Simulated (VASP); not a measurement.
# Hf: single point with PBEsol

Crystal: Hf.

```
CELL_PARAMETERS angstrom
3.19670 0.00000 0.00000
-1.59835 2.63000 0.00000
0.00000 0.00000 5.05780
ATOMIC_POSITIONS crystal
Hf 0.33333 0.66667 0.25000
Hf 0.66667 0.33333 0.75000
```

This cell differs from its parent crystal: strain -0.0500 x Voigt [0, 1, 0, 0, 0, 0].

```json
{"Program": "VASP 6.6.1", "Task": "single point", "Functional": "PBEsol", "Potentials or basis": "VASP PAW PBE potentials, release 64 (Hf_pv)", "Cutoff": "520 eV", "k mesh": "18 × 18 × 10", "Occupations": "gaussian, width 0.15 eV", "Spin": "no spin polarisation", "Dipole correction": "no", "Further INCAR settings": "ALGO = Fast; EDIFF = 1e-06; NBANDS = 17"}
```

```json
{"Pressure": "1.5 GPa", "Largest force": "0.131 eV/Å", "Band gap on the k mesh": "zero (bands 10 and 11 overlap by 1.25 eV)"}
```

Forces in eV/Å, atoms in the order of the input:
```
Hf   0.000 -0.131  0.000
Hf   0.000  0.131  0.000
```

Stress tensor (GPa, compression positive):
```
-0.84  0.00  0.00
 0.00  6.30  0.00
 0.00  0.00 -0.89
```

Levels at points of the mesh, in eV from the Fermi level:
| k point | band 6 | band 7 | band 8 | band 9 | band 10 | band 11 | band 12 | band 13 | band 14 | band 15 |
| --- | --- | --- | --- | --- | --- | --- | --- | --- | --- | --- |
| (0.00, 0.00, 0.00) | -29.90 | -7.54 | -3.92 | 0.66 | 0.76 | 1.23 | 1.60 | 1.78 | 2.55 | 2.83 |
| (0.50, 0.00, 0.00) | -30.02 | -3.44 | -2.91 | -2.42 | -0.67 | 0.69 | 1.25 | 1.50 | 6.23 | 6.72 |
| (0.00, 0.50, 0.00) | -30.12 | -3.31 | -2.94 | -2.41 | -0.35 | 0.56 | 0.88 | 1.93 | 6.61 | 6.61 |
| (0.00, 0.00, 0.50) | -29.96 | -5.54 | -5.54 | 0.01 | 0.01 | 0.75 | 0.75 | 1.65 | 1.65 | 4.91 |
| (0.50, 0.00, 0.50) | -30.12 | -3.59 | -3.59 | -1.15 | -1.15 | 1.31 | 1.31 | 3.08 | 3.08 | 6.26 |
| (0.00, 0.50, 0.50) | -30.20 | -3.49 | -3.49 | -1.11 | -1.11 | 1.66 | 1.66 | 2.53 | 2.53 | 6.42 |

It took 3.5 min on 1 thread of Intel(R) Xeon(R) Platinum 8488C (Sapphire Rapids), on a shared host, peak memory 0.42 GiB.

Caveat: the cell differs from its parent crystal (strain -0.0500 x Voigt [0, 1, 0, 0, 0, 0]); the stress differs along the axes, from -1 to 6 GPa; the PAW data sets were made with another functional, which shifts forces and pressure a little; spin-orbit coupling is left out, which moves the levels of the heavy elements.
